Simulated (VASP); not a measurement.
Input of a VASP 6.6.1 run:

File INCAR:

```
PREC = Accurate ; ENCUT = 520
EDIFF = 1E-6 ; ISMEAR = 0
SIGMA = 0.2 ; LREAL = False
LASPH = True ; NELM = 100
ALGO = Fast ; ISIF = 2
LWAVE = False ; LCHARG = False
GGA = PE ; NBANDS = 60
```

KPOINTS

```
Automatic mesh
0
Gamma
  6 6 1
```

POSCAR

```
Sc3SbP2
1.0
    3.7059816913      0.0000000000      0.0000000000
   -1.8529908456      3.2094742906      0.0000000000
    0.0000000000      0.0000000000     23.8857417854
Sc Sb P
6 2 4
Direct
    1.0000000000      1.0000000000      0.3804975637
    1.0000000000      1.0000000000      0.8804975637
    0.0000000000      0.0000000000      0.1195024363
    0.0000000000      0.0000000000      0.6195024363
    1.0000000000      0.0000000000      0.2500000000
    0.0000000000      0.0000000000      0.7500000000
    0.0000000000      0.0000000000      0.0000000000
    1.0000000000      0.0000000000      0.5000000000
    0.3333333333      0.6666666667      0.3190942197
    0.3333333333      0.6666666667      0.8190942197
    0.6666666667      0.3333333333      0.1809057803
    0.6666666667      0.3333333333      0.6809057803
```

Potentials or basis: VASP PAW PBE potentials, release 64 (Sc_sv, Sb, P).

The run is started by

```bash
$ cat potpaw_PBE.64/Sc_sv/POTCAR potpaw_PBE.64/Sb/POTCAR potpaw_PBE.64/P/POTCAR > POTCAR
$ mpirun -np 1 vasp_std > vasp.out
```

(1) What does it give for the pressure?

(2) Estimate the largest force.

Answers

(1) 0.1 GPa.

(2) 0.062 eV/Å.
